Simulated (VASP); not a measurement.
# N (P4_2/mnm) in VASP: dielectric tensor with LDA

Aim: the dielectric tensor of N with LDA.

Everything below comes from runs of VASP 6.6.1. Logs are shortened: lines on timing, memory, paths and dates and some standing lists are left out, and cuts for length are marked.

## (1) The cell of the first run

Symmetry: P4_2/mnm, No. 136, tetragonal system. Conventional cell: a = 4.084 Å, b = 4.084 Å, c = 5.346 Å, α = 90.00°, β = 90.00°, γ = 90.00°. N (site symmetry m2m) has 1 N at 1.11 Å within 1.5 Å.

## (2) Dielectric tensor, LDA

INCAR

```
  ALGO = Normal
  EDIFF = 1E-8
  ENCUT = 520
  GGA = CA
  ISIF = 2
  ISMEAR = 0
  LASPH = True
  LCHARG = False
  LEPSILON = True
  LREAL = False
  LWAVE = False
  NELM = 100
  PREC = Accurate
  SIGMA = 0.01
```

KPOINTS

```
k-points
0
Gamma
  5 5 4
```

POSCAR

```
N
1.0
    4.0840620000      0.0000000000      0.0000000000
    0.0000000000      4.0840620000      0.0000000000
    0.0000000000      0.0000000000      5.3459130000
N
4
Direct
    0.9042750000      0.9042750000      0.0000000000
    0.5957250000      0.4042750000      0.5000000000
    0.0957250000      0.0957250000      0.0000000000
    0.4042750000      0.5957250000      0.5000000000
```

Potentials or basis: VASP PAW LDA potentials, release 64 (N).

On the command line:

```
$ cat potpaw_LDA.64/N/POTCAR > POTCAR
$ mpirun -np 1 vasp_std > vasp.out
```

OUTCAR:

```text
EDIFF = 1E-8
   ENCUT = 520
   GGA = CA
   ISIF = 2
   ISMEAR = 0
   LASPH = True
   LEPSILON = True
   LREAL = False
   NELM = 100
   PREC = Accurate

 ion  position               nearest neighbor table
   1  0.904  0.904  0.000-   3 1.11
   2  0.596  0.404  0.500-   4 1.11
   3  0.096  0.096  0.000-   1 1.11
   4  0.404  0.596  0.500-   2 1.11

  LATTYP: Found a simple tetragonal cell.
 ALAT       =     4.0840620000
 C/A-ratio  =     1.3089695994

  Lattice vectors:

 A1 = (   4.0840620000,   0.0000000000,   0.0000000000)
 A2 = (   0.0000000000,   4.0840620000,   0.0000000000)
 A3 = (   0.0000000000,   0.0000000000,   5.3459130000)

Analysis of symmetry for initial positions (statically):
=====================================================================
 Subroutine PRICEL returns:
 Original cell was already a primitive cell.

 Routine SETGRP: Setting up the symmetry group for a
 simple tetragonal supercell.

 Subroutine GETGRP returns: Found 16 space group operations
 (whereof  8 operations were pure point group operations)
 out of a pool of 16 trial point group operations.

The static configuration has the point symmetry D_2h.
 The point group associated with its full space group is D_4h.

Analysis of symmetry for dynamics (positions and initial velocities):
=====================================================================
 Subroutine PRICEL returns:
 Original cell was already a primitive cell.

 Routine SETGRP: Setting up the symmetry group for a
 simple tetragonal supercell.

 Subroutine GETGRP returns: Found 16 space group operations
 (whereof  8 operations were pure point group operations)
 out of a pool of 16 trial point group operations.

The dynamic configuration has the point symmetry D_2h.
 The point group associated with its full space group is D_4h.

 Subroutine INISYM returns: Found 16 space group operations
 (whereof  8 operations are pure point group operations),
 and found     1 'primitive' translations

----------------------------------------------------------------------------------------

                                     Primitive cell

  volume of cell :      89.1675

  direct lattice vectors                    reciprocal lattice vectors
     4.084062000  0.000000000  0.000000000     0.244854265  0.000000000  0.000000000
     0.000000000  4.084062000  0.000000000     0.000000000  0.244854265  0.000000000
     0.000000000  0.000000000  5.345913000     0.000000000  0.000000000  0.187058787

  length of vectors
     4.084062000  4.084062000  5.345913000     0.244854265  0.244854265  0.187058787

  position of ions in fractional coordinates (direct lattice)
     0.904275000  0.904275000  0.000000000
     0.595725000  0.404275000  0.500000000
     0.095725000  0.095725000  0.000000000
     0.404275000  0.595725000  0.500000000

  ion indices of the primitive-cell ions
   primitive index   ion index
                 1           1
                 2           2
                 3           3
                 4           4

----------------------------------------------------------------------------------------

 KPOINTS: k-points

Automatic generation of k-mesh.
 Grid dimensions read from file:
 generate k-points for:    5    5    4

 Generating k-lattice:

  Cartesian coordinates                     Fractional coordinates (reciprocal lattice)
     0.048970853  0.000000000  0.000000000     0.200000000  0.000000000  0.000000000
     0.000000000  0.048970853  0.000000000     0.000000000  0.200000000  0.000000000
     0.000000000  0.000000000  0.046764697     0.000000000  0.000000000  0.250000000

  Length of vectors
     0.048970853  0.048970853  0.046764697

  Shift w.r.t. Gamma in fractional coordinates (k-lattice)
     0.000000000  0.000000000  0.000000000

 Subroutine IBZKPT returns following result:
 ===========================================

 Found     18 irreducible k-points:

 Following reciprocal coordinates:
            Coordinates               Weight
  0.000000  0.000000  0.000000      1.000000
  0.200000  0.000000  0.000000      4.000000
  0.400000  0.000000  0.000000      4.000000
  0.200000  0.200000  0.000000      4.000000
  0.400000  0.200000  0.000000      8.000000
  0.400000  0.400000  0.000000      4.000000
[... 10 lines left out ...]
  0.400000  0.200000  0.500000      8.000000
  0.400000  0.400000  0.500000      4.000000
   k-points           NKPTS =     18   k-points in BZ     NKDIM =     18   number of bands    NBANDS=     14
   number of dos      NEDOS =    301   number of ions     NIONS =      4
[... 26 lines left out ...]
   PSTRESS=    0.0 pullay stress
   NELECT =      20.0000    total number of electrons
   NUPDOWN=      -1.0000    fix difference up-down
   EMIN   =  10.00;   EMAX   =-10.00  energy-range for DOS
   EFERMI =   0.00;   METHOD = LEGACY
   ISMEAR =     0;   SIGMA  =   0.01  broadening in eV -4-tet -1-fermi 0-gaus
   EFERMI_NEDOS =   21; number of points for ismear=-14 and -15
   IALGO  =     38    algorithm
   IMIX   =      4    mixing-type and parameters
     AMIX     =   0.40;   BMIX     =  1.00
     AMIX_MAG =   1.60;   BMIX_MAG =  1.00
  volume/ion in A,a.u.               =      22.29       150.43
  Fermi-wavevector in a.u.,A,eV,Ry     =   0.994678  1.879669 13.461399  0.989385
  Thomas-Fermi vector in A             =   2.126646
   LORBIT       =      0    0 simple, 1 ext, 2 COOP (PROOUT), +10 PAW based schemes
   GGA     = CA    functional components
   LHFCALC =     F    Hartree Fock is set to
   AEXX    =    0.0000 exact exchange contribution
   IVDW    =     0    specifies the selected vdW correction
   LEPSILON=     T    determine dielectric tensor
   LRPA    =     F    only Hartree local field effects (RPA)
 non-spin polarized calculation
 Gauss-broadening in eV      SIGMA  =   0.01
  energy-cutoff  :      520.00
  volume of cell :       89.17
 maximum number of plane-waves:      2423
 NGX is ok and might be reduce to    30
   NGX = 15   NGY = 15   NGZ = 19

--------------------------------------- Ionic step        1  -------------------------------------------

 number of electron      20.0000002 magnetization

 E-fermi :  -6.5768     XC(G=0):  -7.0347

 val. band max:       -6.6289815011   @ k =   0.4000   0.4000   0.2500
 cond. band min:       0.1034712002   @ k =   0.0000   0.0000   0.0000
 fundamental gap:      6.7324527013
 Fermi energy:        -6.5767705504

 k-point     1 :       0.0000    0.0000    0.0000
  band No.  band energies     occupation
      1     -24.8552      2.00000
      2     -24.7896      2.00000
      3      -9.7592      2.00000
      4      -9.7592      2.00000
      5      -8.7302      2.00000
      6      -8.1357      2.00000
      7      -8.1357      2.00000
      8      -8.0407      2.00000
      9      -7.6681      2.00000
     10      -6.7973      2.00000
     11       0.1035      0.00000
     12       1.0206      0.00000
     13       1.3967      0.00000
     14       1.3967      0.00000
[... 275 lines left out ...]
      1     -24.7998      2.00000
      2     -24.7998      2.00000
      3     -10.1460      2.00000
      4     -10.1238      2.00000
      5      -8.6071      2.00000
      6      -8.5178      2.00000
      7      -8.3212      2.00000
      8      -8.2687      2.00000
      9      -6.6413      2.00000
     10      -6.6309      2.00000
     11       0.9575      0.00000
     12       0.9684      0.00000
     13       1.8035      0.00000
     14       1.8485      0.00000

  FORCE on cell =-STRESS in cart. coord.  units (eV):
  Direction    XX          YY          ZZ          XY          YZ          ZX
  --------------------------------------------------------------------------------------
  -------------------------------------------------------------------------------------
  Total       -0.8133045     -0.8133045     -0.4016155     -0.0000000      0.0000000      0.0000000
  in kB      -14.6136007    -14.6136007     -7.2162990     -0.0000000      0.0000000      0.0000000
  external PRESSURE =     -12.1478335 kB  Pullay stress =       0.0000000 kB

 VOLUME and BASIS-vectors are now :
 -----------------------------------------------------------------------------
  energy-cutoff  :      520.00
  volume of cell :       89.17
      direct lattice vectors                 reciprocal lattice vectors
     4.084062000  0.000000000  0.000000000     0.244854265  0.000000000  0.000000000
     0.000000000  4.084062000  0.000000000     0.000000000  0.244854265  0.000000000
     0.000000000  0.000000000  5.345913000     0.000000000  0.000000000  0.187058787

 POSITION                                       TOTAL-FORCE (eV/Angst)
 -----------------------------------------------------------------------------------
      3.69312      3.69312      0.00000         0.260082      0.260082     -0.000000
      2.43298      1.65108      2.67296        -0.260082      0.260082     -0.000000
      0.39095      0.39095      0.00000        -0.260082     -0.260082      0.000000
      1.65108      2.43298      2.67296         0.260082     -0.260082      0.000000
 -----------------------------------------------------------------------------------
    total drift:                               -0.000000     -0.000000     -0.000000

  FREE ENERGIE OF THE ION-ELECTRON SYSTEM (eV)
  ---------------------------------------------------
  free  energy   TOTEN  =       -35.1900820415 eV

  energy  without entropy=      -35.1900820415  energy(sigma->0) =      -35.19008204

 HEAD OF MICROSCOPIC STATIC DIELECTRIC TENSOR (INDEPENDENT PARTICLE, excluding Hartree and local field effects)
 ------------------------------------------------------
           2.097482    -0.000000     0.000000
          -0.000000     2.097482     0.000000
           0.000000     0.000000     1.684104
 ------------------------------------------------------

 Free energy of the ion-electron system (eV)
  ---------------------------------------------------
  ---------------------------------------------------
  free energy    TOTEN  =        -0.18271682 eV

  energy without entropy =       -0.18271682

------------------------ aborting loop because EDIFF is reached ----------------------------------------

--------------------------------------- Ionic step        2  -------------------------------------------

------------------------ aborting loop because EDIFF is reached ----------------------------------------

--------------------------------------- Ionic step        3  -------------------------------------------

 Free energy of the ion-electron system (eV)
  ---------------------------------------------------
  ---------------------------------------------------
  free energy    TOTEN  =        -0.14570980 eV

  energy without entropy =       -0.14570980

------------------------ aborting loop because EDIFF is reached ----------------------------------------

 PIEZOELECTRIC TENSOR FIELD DIRECTION 3  (e Angst)
 -----------------------------------------------------------------------------
     0.00000 -0.00000  0.00000           ( -0.00000  0.00000  0.00000)
     0.00000  0.00000  0.00000           (  0.00000 -0.00000  0.00000)
     0.00000  0.00000 -0.00008           (  0.00000  0.00000 -0.00000)

 PIEZOELECTRIC TENSOR FIELD DIRECTION 3  (C/m^2)
 -----------------------------------------------------------------------------
     0.00000 -0.00000  0.00000
     0.00000  0.00000  0.00000
     0.00000  0.00000 -0.00001

 MACROSCOPIC STATIC DIELECTRIC TENSOR (including local field effects in DFT)
 ------------------------------------------------------
           1.680544     0.000000     0.000000
           0.000000     1.680544     0.000000
           0.000000     0.000000     1.540481
 ------------------------------------------------------

 PIEZOELECTRIC TENSOR (including local field effects)  for field in x, y, z        (e  Angst)
          XX          YY          ZZ          XY          YZ          ZX
  --------------------------------------------------------------------------------
  x     0.00000     0.00000     0.00000     0.00000     0.00000     0.00000
  y     0.00000     0.00000     0.00000     0.00000     0.00000     0.00000
  z     0.00000     0.00000     0.00000     0.00000     0.00000     0.00000

 PIEZOELECTRIC TENSOR (including local field effects)  for field in x, y, z        (C/m^2)
          XX          YY          ZZ          XY          YZ          ZX
  --------------------------------------------------------------------------------
  x     0.00000     0.00000     0.00000     0.00000     0.00000     0.00000
  y     0.00000     0.00000     0.00000     0.00000     0.00000     0.00000
  z     0.00000     0.00000     0.00000     0.00000     0.00000     0.00000

 BORN EFFECTIVE CHARGES (including local field effects) (in |e|, cummulative output)
 ---------------------------------------------------------------------------------
 ion    1
    1     0.00000    -0.00211     0.00000
    2    -0.00211     0.00000     0.00000
    3     0.00000     0.00000     0.00000
 ion    2
    1     0.00000     0.00211     0.00000
    2     0.00211     0.00000     0.00000
    3     0.00000     0.00000     0.00000
 ion    3
    1     0.00000    -0.00211     0.00000
    2    -0.00211     0.00000     0.00000
    3     0.00000     0.00000     0.00000
 ion    4
    1     0.00000     0.00211     0.00000
    2     0.00211     0.00000     0.00000
    3     0.00000     0.00000     0.00000
```

Wall time 4.9 min (1 thread of AMD EPYC 7R13, shared host); peak memory 0.19 GiB.

What came out:

| Quantity | Value |
| --- | --- |
| Band gap on the k mesh | 6.73 eV (least direct gap 6.90 eV) |
| Electronic dielectric tensor (diagonal) | 1.68, 1.68, 1.54 |
| Born charges (mean of the diagonal) | N +0.00 e |

Electronic dielectric tensor:
```
1.68 0.00 0.00
0.00 1.68 0.00
0.00 0.00 1.54
```

Born effective charge tensors (e):
atom 1, N
```
0.00 0.00 0.00
0.00 0.00 0.00
0.00 0.00 0.00
```
atom 2, N
```
0.00 0.00 0.00
0.00 0.00 0.00
0.00 0.00 0.00
```
atom 3, N
```
0.00 0.00 0.00
0.00 0.00 0.00
0.00 0.00 0.00
```
atom 4, N
```
0.00 0.00 0.00
0.00 0.00 0.00
0.00 0.00 0.00
```

Caveat: the standard files for N, O and F lose accuracy on very short bonds. A k mesh can miss the band edges.
